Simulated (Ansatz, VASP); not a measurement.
Al2O3: VASP beside Ansatz

```
Al O
1.0
     2.94089    0.00000    0.00000
    -1.47045    2.54689    0.00000
     0.00000    0.00000    9.51987
Al O
2 3
Direct
  0.00000 0.00000 0.85001
  0.00000 0.00000 0.14999
  0.33333 0.66667 0.77768
  0.66667 0.33333 0.00000
  0.33333 0.66667 0.22232
```

Change from the starting cell: volume scaled by 1.06.

Alike in both runs: task single point; functional PBEsol; k mesh 11 × 11 × 3; occupations fermi-dirac, width 0.05 eV; no spin polarisation.

```csv
,VASP,Ansatz
version,VASP 6.6.1,Ansatz 0.2.0
potentials or method,"VASP PAW PBE potentials, release 64 (Al, O), cutoff 520 eV","all-electron LAPW, scalar-relativistic"
```

```tsv
	VASP	Ansatz	Ansatz less VASP
gap on the k mesh at the Fermi level (eV)	4.25	4.28	+0.032
least direct gap on the mesh (eV)	4.46	4.49	+0.029
pressure (GPa)	-9.9	-9.9	-0.06
traceless stress, the component that is largest in VASP (GPa)	3.02	3.24	+0.213
rms of the force components (eV/Å)	0.277	0.264	-0.0138
```

VASP's potentials were made for PBE, not for PBEsol. Atom by atom the forces differ by 0.022 eV/Å (rms over components). Ansatz ran all-electron here, and VASP with PAW potentials.
